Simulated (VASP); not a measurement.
# Au (P6/mmm) in VASP: a series of runs

Au is run at these levels: PBE; tasks: single point.

Program: VASP 6.6.1. These are calculated values, not measurements. Logs are shortened: lines on timing, memory, paths and dates and some standing lists are left out, and cuts for length are marked.

## Step 1: The cell of the first run

The structure is hexagonal, space group P6/mmm (No. 191). Conventional cell: a = 4.863 Å, b = 4.863 Å, c = 2.905 Å, α = 90.00°, β = 90.00°, γ = 120.00°. Au (site symmetry 6/mmm) has 14 Au at 2.91 to 3.16 Å within 3.8 Å. Au (site symmetry -6m2) has 11 Au at 2.81 to 3.16 Å within 3.7 Å.

## Step 2: Single point, PBE (volume scaled by 1.08)

File INCAR:

```
ALGO     = Normal         # electronic algorithm
EDIFF    = 1E-6           # SCF threshold, eV
ENCUT    = 520            # plane-wave cutoff, eV
GGA      = PE             # functional
ISIF     = 2              # what is computed and relaxed
ISMEAR   = -1             # smearing method
LASPH    = T              # aspherical terms in the spheres
LCHARG   = T              # write CHGCAR
LELF     = T              # ELF
LREAL    = F              # projectors in reciprocal space
LVHAR    = T            
LWAVE    = F              # write WAVECAR
NBANDS   = 24             # bands
NELM     = 60             # most SCF steps
PREC     = Accurate       # precision mode
SIGMA    = 0.1            # smearing width, eV
```

File KPOINTS:

```
k-points
0
Gamma
  9 9 13
```

File POSCAR:

```
Au
1.0
    4.8629280672      0.0000000000      0.0000000000
   -2.4314640336      4.2114192430      0.0000000000
    0.0000000000      0.0000000000      2.9052217204
Au
3
Direct
    1.0000000000      1.0000000000      0.0000000000
    0.3333333333      0.6666666667      0.5000000000
    0.6666666667      0.3333333333      0.5000000000
```

Potentials or basis: VASP PAW PBE potentials, release 64 (Au).

Started as:

```
cat potpaw_PBE.64/Au/POTCAR > POTCAR
mpirun -np 1 vasp_std > vasp.out
```

OUTCAR:

```text
EDIFF = 1E-6
   ENCUT = 520
   GGA = PE
   ISIF = 2
   ISMEAR = -1
   LASPH = T
   LREAL = F
   NELM = 60
   PREC = Accurate

 ion  position               nearest neighbor table
   1  0.000  0.000  0.000-   2 3.16   3 3.16   2 3.16   3 3.16   3 3.16   3 3.16   2 3.16   2 3.16
                             3 3.16   3 3.16   2 3.16   2 3.16
   2  0.333  0.667  0.500-   3 2.81   3 2.81   3 2.81   1 3.16   1 3.16   1 3.16   1 3.16   1 3.16
                             1 3.16
   3  0.667  0.333  0.500-   2 2.81   2 2.81   2 2.81   1 3.16   1 3.16   1 3.16   1 3.16   1 3.16
                             1 3.16

  LATTYP: Found a hexagonal cell.
 ALAT       =     4.8629280672
 C/A-ratio  =     0.5974223102

  Lattice vectors:

 A1 = (   4.8629280672,   0.0000000000,   0.0000000000)
 A2 = (  -2.4314640336,   4.2114192430,   0.0000000000)
 A3 = (   0.0000000000,   0.0000000000,   2.9052217204)

Analysis of symmetry for initial positions (statically):
=====================================================================
 Subroutine PRICEL returns:
 Original cell was already a primitive cell.

 Routine SETGRP: Setting up the symmetry group for a
 hexagonal supercell.

 Subroutine GETGRP returns: Found 24 space group operations
 (whereof 24 operations were pure point group operations)
 out of a pool of 24 trial point group operations.

The static configuration has the point symmetry D_6h.

Analysis of symmetry for dynamics (positions and initial velocities):
=====================================================================
 Subroutine PRICEL returns:
 Original cell was already a primitive cell.

 Routine SETGRP: Setting up the symmetry group for a
 hexagonal supercell.

 Subroutine GETGRP returns: Found 24 space group operations
 (whereof 24 operations were pure point group operations)
 out of a pool of 24 trial point group operations.

The dynamic configuration has the point symmetry D_6h.

 Subroutine INISYM returns: Found 24 space group operations
 (whereof 24 operations are pure point group operations),
 and found     1 'primitive' translations

----------------------------------------------------------------------------------------

                                     Primitive cell

  volume of cell :      59.4984

  direct lattice vectors                    reciprocal lattice vectors
     4.862928067  0.000000000  0.000000000     0.205637424  0.118724822  0.000000000
[... 84 lines left out ...]
   LSORBIT =      F    spin-orbit coupling
   LASPH  =      T    aspherical Exc in radial PAW
   ENCUT  =  520.0 eV  38.22 Ry    6.18 a.u.   9.04  9.04  5.40*2*pi/ulx,y,z
   NELM   =     60;   NELMIN=  2; NELMDL= -5     # of ELM steps
   EDIFF  = 0.1E-05   stopping-criterion for ELM
   LREAL  =      F    real-space projection
   EDIFFG = 0.1E-04   stopping-criterion for IOM
   NSW    =      0    number of steps for IOM
   IBRION =     -1    ionic relax: 0-MD 1-quasi-New 2-CG
   NFREE  =      0    steps in history (QN), initial steepest desc. (CG)
   ISIF   =      2    stress and relaxation
   ISYM   =      2    0-nonsym 1-usesym 2-fastsym
   POTIM  = 0.5000    time-step for ionic-motion
   TEBEG  =    0.0;   TEEND  =   0.0 temperature during run
   PSTRESS=    0.0 pullay stress
   NELECT =      33.0000    total number of electrons
   NUPDOWN=      -1.0000    fix difference up-down
   EMIN   =  10.00;   EMAX   =-10.00  energy-range for DOS
   EFERMI =   0.00;   METHOD = LEGACY
   ISMEAR =    -1;   SIGMA  =   0.10  broadening in eV -4-tet -1-fermi 0-gaus
   EFERMI_NEDOS =   21; number of points for ismear=-14 and -15
   IALGO  =     38    algorithm
   IMIX   =      4    mixing-type and parameters
     AMIX     =   0.40;   BMIX     =  1.00
     AMIX_MAG =   1.60;   BMIX_MAG =  1.00
  volume/ion in A,a.u.               =      19.83       133.84
  Fermi-wavevector in a.u.,A,eV,Ry     =   1.345068  2.541810 24.615772  1.809208
  Thomas-Fermi vector in A             =   2.473011
   LORBIT       =      0    0 simple, 1 ext, 2 COOP (PROOUT), +10 PAW based schemes
   GGA     = PE    functional components
   LHFCALC =     F    Hartree Fock is set to
   AEXX    =    0.0000 exact exchange contribution
   IVDW    =     0    specifies the selected vdW correction
   LEPSILON=     F    determine dielectric tensor
   LRPA    =     F    only Hartree local field effects (RPA)
 non-spin polarized calculation
  energy-cutoff  :      520.00
  volume of cell :       59.50
 maximum number of plane-waves:      1625
   NGX = 19   NGY = 19   NGZ = 11

 number of electron      32.9999990 magnetization

 Free energy of the ion-electron system (eV)
  ---------------------------------------------------
  ext. energy  EPLUGINS =         0.00000000
  ---------------------------------------------------
  free energy    TOTEN  =        -9.35908141 eV

  energy without entropy =       -9.32576378  energy(sigma->0) =       -9.34242260

 E-fermi :   7.1163     XC(G=0): -11.8128

 val. band max:        7.1150317776   @ k =   0.2222   0.1111   0.0769
 cond. band min:       7.1238313094   @ k =   0.3333   0.1111   0.0769
 fundamental gap:      0.0087995319
 Fermi energy:         7.1162842721

 k-point     1 :       0.0000    0.0000    0.0000
  band No.  band energies     occupation
      1      -1.2173      2.00000
      2       1.4092      2.00000
      3       2.3876      2.00000
      4       2.7818      2.00000
      5       2.9037      2.00000
      6       2.9037      2.00000
[... 637 lines left out ...]
     23      20.8439      0.00000
     24      21.0318      0.00000

 [... further k-points ...]

------------------------ aborting loop because EDIFF is reached ----------------------------------------

  FORCE on cell =-STRESS in cart. coord.  units (eV):
  Direction    XX          YY          ZZ          XY          YZ          ZX
  --------------------------------------------------------------------------------------
  -------------------------------------------------------------------------------------
  Total       -3.0005809     -3.0005809     -3.1780119      0.0000000      0.0000000      0.0000000
  in kB      -80.7998056    -80.7998056    -85.5776782      0.0000000      0.0000000      0.0000000
  external PRESSURE =     -82.3924298 kB  Pullay stress =       0.0000000 kB

 VOLUME and BASIS-vectors are now :
 -----------------------------------------------------------------------------
  energy-cutoff  :      520.00
  volume of cell :       59.50
      direct lattice vectors                 reciprocal lattice vectors
     4.862928067  0.000000000  0.000000000     0.205637424  0.118724822  0.000000000
    -2.431464034  4.211419243  0.000000000     0.000000000  0.237449644  0.000000000
     0.000000000  0.000000000  2.905221720     0.000000000  0.000000000  0.344207808

 POSITION                                       TOTAL-FORCE (eV/Angst)
 -----------------------------------------------------------------------------------
      0.00000      0.00000      0.00000         0.000000      0.000000      0.000000
     -0.00000      2.80761      1.45261        -0.000000      0.000000     -0.000000
      2.43146      1.40381      1.45261         0.000000      0.000000      0.000000
 -----------------------------------------------------------------------------------
    total drift:                                0.000000      0.000000     -0.000000

  FREE ENERGIE OF THE ION-ELECTRON SYSTEM (eV)
  ---------------------------------------------------
  free  energy   TOTEN  =        -9.3590814131 eV

  energy  without entropy=       -9.3257637776  energy(sigma->0) =       -9.34242260
```

OSZICAR:

```text
N       E                     dE             d eps       ncg     rms          rms(c)
DAV:   1     0.195581086695E+03    0.19558E+03   -0.16384E+04  4096   0.128E+03
DAV:   2    -0.648605191896E+01   -0.20207E+03   -0.18664E+03  4456   0.283E+02
DAV:   3    -0.100814150830E+02   -0.35954E+01   -0.35654E+01  4800   0.387E+01
DAV:   4    -0.101014478979E+02   -0.20033E-01   -0.20031E-01  4688   0.307E+00
DAV:   5    -0.101016604498E+02   -0.21255E-03   -0.21255E-03  4968   0.346E-01    0.105E+01
DAV:   6    -0.939223726653E+01    0.70942E+00   -0.17047E+00  4360   0.101E+01    0.731E+00
DAV:   7    -0.936275715388E+01    0.29480E-01   -0.87368E-02  4904   0.220E+00    0.397E+00
DAV:   8    -0.935908753462E+01    0.36696E-02   -0.42115E-03  4528   0.472E-01    0.306E-01
DAV:   9    -0.935905222848E+01    0.35306E-04   -0.79524E-05  5072   0.129E-01    0.652E-02
DAV:  10    -0.935907470137E+01   -0.22473E-04   -0.16878E-05  4600   0.320E-02    0.530E-02
DAV:  11    -0.935908156214E+01   -0.68608E-05   -0.42012E-06  4776   0.164E-02    0.248E-03
DAV:  12    -0.935908141313E+01    0.14901E-06   -0.56098E-08  2640   0.293E-03
   1 F= -.93590814E+01 E0= -.93424226E+01  d E =-.333176E-01
```

stdout:

```text
POSCAR found type information on POSCAR Au
 POSCAR found :  1 types and       3 ions
 scaLAPACK will be used
 LDA part: xc-table for (Slater+PW92), standard interpolation
 POSCAR, INCAR and KPOINTS ok, starting setup
 FFT: planning ... GRIDC
 FFT: planning ... GRID_SOFT
 FFT: planning ... GRID
 WAVECAR not read
 entering main loop
```

Run time: 89 s. Hardware: 1 thread of Intel Xeon 6975P-C, shared host; peak memory 0.24 GiB.

Results:

| Property | Result |
| --- | --- |
| Free energy | -9.3591 eV |
| Pressure | -8.2 GPa |

Stress tensor (GPa, compression positive):
```
-8.08  0.00  0.00
 0.00 -8.08  0.00
 0.00  0.00 -8.56
```

Levels at points of the mesh, in eV from the Fermi level:
```tsv
k point	band 12	band 13	band 14	band 15	band 16	band 17	band 18	band 19	band 20	band 21
(0.00, 0.00, 0.00)	-3.02	-2.97	-2.97	-1.75	-1.75	2.45	3.22	4.92	4.92	4.93
```

Caveat: the cell differs from its parent crystal (volume scaled by 1.08); spin-orbit coupling is left out, which moves the levels of the heavy elements.

## Step 3: Single point, PBE (volume scaled by 1.12)

File INCAR:

```
SYSTEM = Au
ALGO = Normal
EDIFF = 1E-6
ENCUT = 520
GGA = PE
ISIF = 2
ISMEAR = -1
LASPH = .True.
LCHARG = .False.
LREAL = .False.
LWAVE = .False.
NBANDS = 24
NELM = 60
PREC = Accurate
SIGMA = 0.1
```

File KPOINTS:

```
k-points
0
Gamma
  9 9 13
  0 0 0
```

File POSCAR:

```
Au
1.0
    4.9222379133      0.0000000000      0.0000000000
   -2.4611189567      4.2627830764      0.0000000000
    0.0000000000      0.0000000000      2.9406547457
Au
3
Direct
    1.0000000000      1.0000000000      0.0000000000
    0.3333333333      0.6666666667      0.5000000000
    0.6666666667      0.3333333333      0.5000000000
```

Potentials or basis: VASP PAW PBE potentials, release 64 (Au).

Started as:

```
cat potpaw_PBE.64/Au/POTCAR > POTCAR
mpirun -np 1 vasp_std > vasp.out
```

It took 85 s on 1 thread of Intel Xeon 6975P-C, shared host; peak memory 0.25 GiB.

It converged, with:

```yaml
Free_energy: -9.2288 eV
Pressure: -10.8 GPa
```

Stress tensor (GPa, compression positive):
```
-10.66   0.00   0.00
  0.00 -10.66   0.00
  0.00   0.00 -11.07
```

Levels at points of the mesh, in eV from the Fermi level:
```csv
k point,band 14,band 15,band 16,band 17,band 18,band 19
"(0.00, 0.00, 0.00)",-2.87,-1.74,-1.74,2.32,3.06,4.84
```

Caveat: the cell differs from its parent crystal (volume scaled by 1.12); spin-orbit coupling is left out, which moves the levels of the heavy elements.

## Step 4: Single point, PBE

This run uses another cell than the first one, of 18.36 Å³/atom, 0.926 times its volume.

Changes to INCAR since step 3:

```diff
@@ -12,3 +12,3 @@
 NBANDS = 24
-NELM = 60
+NELM = 100
 PREC = Accurate
```

File KPOINTS:

```
k-points
0
Gamma
  10 10 15
  0 0 0
```

File POSCAR:

```
Au
1.0
    4.7397626427      0.0000000000      0.0000000000
   -2.3698813214      4.1047548565      0.0000000000
    0.0000000000      0.0000000000      2.8316399480
Au
3
Direct
    1.0000000000      1.0000000000      0.0000000000
    0.3333333333      0.6666666667      0.5000000000
    0.6666666667      0.3333333333      0.5000000000
```

Potentials or basis: VASP PAW PBE potentials, release 64 (Au).

Started as:

```
cat potpaw_PBE.64/Au/POTCAR > POTCAR
mpirun -np 1 vasp_std > vasp.out
```

OUTCAR:

```text
SYSTEM = Au
   EDIFF = 1E-6
   ENCUT = 520
   GGA = PE
   ISIF = 2
   ISMEAR = -1
   LASPH = .True.
   LREAL = .False.
   NELM = 100
   PREC = Accurate

 ion  position               nearest neighbor table
   1  0.000  0.000  0.000-   2 3.08   3 3.08   2 3.08   3 3.08   3 3.08   3 3.08   2 3.08   2 3.08
                             3 3.08   3 3.08   2 3.08   2 3.08
   2  0.333  0.667  0.500-   3 2.74   3 2.74   3 2.74   1 3.08   1 3.08   1 3.08   1 3.08   1 3.08
                             1 3.08
   3  0.667  0.333  0.500-   2 2.74   2 2.74   2 2.74   1 3.08   1 3.08   1 3.08   1 3.08   1 3.08
                             1 3.08

  LATTYP: Found a hexagonal cell.
[... 846 lines left out ...]
  --------------------------------------------------------------------------------------
  -------------------------------------------------------------------------------------
  Total       -0.0185603     -0.0185603     -0.2272702      0.0000000      0.0000000      0.0000000
  in kB       -0.5397749     -0.5397749     -6.6095400      0.0000000      0.0000000      0.0000000
  external PRESSURE =      -2.5630299 kB  Pullay stress =       0.0000000 kB

 VOLUME and BASIS-vectors are now :
 -----------------------------------------------------------------------------
  energy-cutoff  :      520.00
  volume of cell :       55.09
      direct lattice vectors                 reciprocal lattice vectors
     4.739762643  0.000000000  0.000000000     0.210981029  0.121809954  0.000000000
    -2.369881321  4.104754856  0.000000000     0.000000000  0.243619908  0.000000000
     0.000000000  0.000000000  2.831639948     0.000000000  0.000000000  0.353152243

 POSITION                                       TOTAL-FORCE (eV/Angst)
 -----------------------------------------------------------------------------------
      0.00000      0.00000      0.00000         0.000000      0.000000     -0.000000
     -0.00000      2.73650      1.41582         0.000000      0.000000      0.000000
      2.36988      1.36825      1.41582        -0.000000     -0.000000     -0.000000
 -----------------------------------------------------------------------------------
    total drift:                                0.000000      0.000000     -0.000000

  FREE ENERGIE OF THE ION-ELECTRON SYSTEM (eV)
  ---------------------------------------------------
  free  energy   TOTEN  =        -9.4856933555 eV

  energy  without entropy=       -9.4561478774  energy(sigma->0) =       -9.47092062
```

OSZICAR:

```text
N       E                     dE             d eps       ncg     rms          rms(c)
DAV:   1     0.201738850114E+03    0.20174E+03   -0.16535E+04  5440   0.129E+03
DAV:   2    -0.655461430935E+01   -0.20829E+03   -0.19361E+03  5912   0.293E+02
DAV:   3    -0.102441409582E+02   -0.36895E+01   -0.36630E+01  6368   0.402E+01
DAV:   4    -0.102643229564E+02   -0.20182E-01   -0.20180E-01  6272   0.314E+00
DAV:   5    -0.102645257420E+02   -0.20279E-03   -0.20278E-03  6632   0.343E-01    0.133E+01
DAV:   6    -0.953333666570E+01    0.73119E+00   -0.16099E+00  5968   0.100E+01    0.877E+00
DAV:   7    -0.949076225022E+01    0.42574E-01   -0.12833E-01  6536   0.275E+00    0.420E+00
DAV:   8    -0.948569898786E+01    0.50633E-02   -0.74340E-03  6136   0.588E-01    0.377E-01
DAV:   9    -0.948566813142E+01    0.30856E-04   -0.50857E-05  6744   0.596E-02    0.368E-02
DAV:  10    -0.948569079218E+01   -0.22661E-04   -0.97194E-06  6488   0.290E-02    0.285E-02
DAV:  11    -0.948569356049E+01   -0.27683E-05   -0.10674E-06  4576   0.991E-03    0.207E-03
DAV:  12    -0.948569335552E+01    0.20497E-06   -0.73245E-08  3672   0.214E-03
   1 F= -.94856934E+01 E0= -.94709206E+01  d E =-.295455E-01
```

Run time: 81 s. Hardware: 1 thread of Intel Xeon 6975P-C, shared host; peak memory 0.26 GiB.

What came out:

```
Free energy : -9.4857 eV
Pressure    : -0.3 GPa
```

Stress tensor (GPa, compression positive):
```
-0.05  0.00  0.00
 0.00 -0.05  0.00
 0.00  0.00 -0.66
```

Levels at points of the mesh, in eV from the Fermi level:
| k point | band 13 | band 14 | band 15 | band 16 | band 17 | band 18 | band 19 | band 20 |
| --- | --- | --- | --- | --- | --- | --- | --- | --- |
| (0.00, 0.00, 0.00) | -3.21 | -3.21 | -1.80 | -1.80 | 2.70 | 3.52 | 5.10 | 5.10 |
| (0.50, 0.00, 0.00) | -2.24 | -2.20 | -2.19 | -1.98 | -1.74 | -0.39 | 2.97 | 10.82 |

Caveat: spin-orbit coupling is left out, which moves the levels of the heavy elements.

## Step 5: Overview

| cell | k mesh | gap on the mesh (eV) | pressure (GPa) |
| --- | --- | --- | --- |
| a = 4.863, b = 4.863, c = 2.905 Å, angles 90.0, 90.0, 120.0°, 3 atoms | 9 × 9 × 13 | none | -8.2 |
| a = 4.922, b = 4.922, c = 2.941 Å, angles 90.0, 90.0, 120.0°, 3 atoms | 9 × 9 × 13 | none | -10.8 |
| a = 4.740, b = 4.740, c = 2.832 Å, angles 90.0, 90.0, 120.0°, 3 atoms | 10 × 10 × 15 | none | -0.3 |

Alike in all rows: task single point; level PBE; potentials or basis VASP PAW PBE potentials, release 64 (Au); no spin polarisation; cutoff (eV) 520; smearing fermi-dirac 0.1 eV.

Caveats: spin-orbit coupling is left out, which moves the levels of the heavy elements.

Total energies depend on the potentials used, so only differences within one code and one set of settings carry meaning.
